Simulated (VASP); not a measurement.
The system is Pt.

```
Pt
1.0
     0.00000    1.95550    1.95550
     1.95550    0.00000    1.95550
     1.95550    1.95550    0.00000
Pt
1
Direct
  0.00000 0.00000 0.00000
```

Base run:

```yaml
Program: VASP 6.6.1
Functional: r2SCAN
Potentials_or_basis: VASP PAW PBE potentials, release 64 (Pt)
Cutoff: 550 eV
k_mesh: 12 × 12 × 12
Occupations: fermi-dirac, width 0.1 eV
Spin: no spin polarisation
```

Its results: band gap on the k mesh zero (band 5 reaches 11.72 eV, above the bottom of band 6 at 9.31 eV); pressure 7.7 GPa.

**Question.** The run is repeated on the same cell with these changes: k mesh from 12 × 12 × 12 to 6 × 6 × 6. What comes out?

**Answer.** Band gap on the k mesh zero (band 5 reaches 11.67 eV, above the bottom of band 6 at 9.27 eV); pressure 4.7 GPa.

Caveats: some runs use coarse meshes; the PAW data sets were made with another functional, which shifts forces and pressure a little; spin-orbit coupling is left out, which moves the levels of the heavy elements.
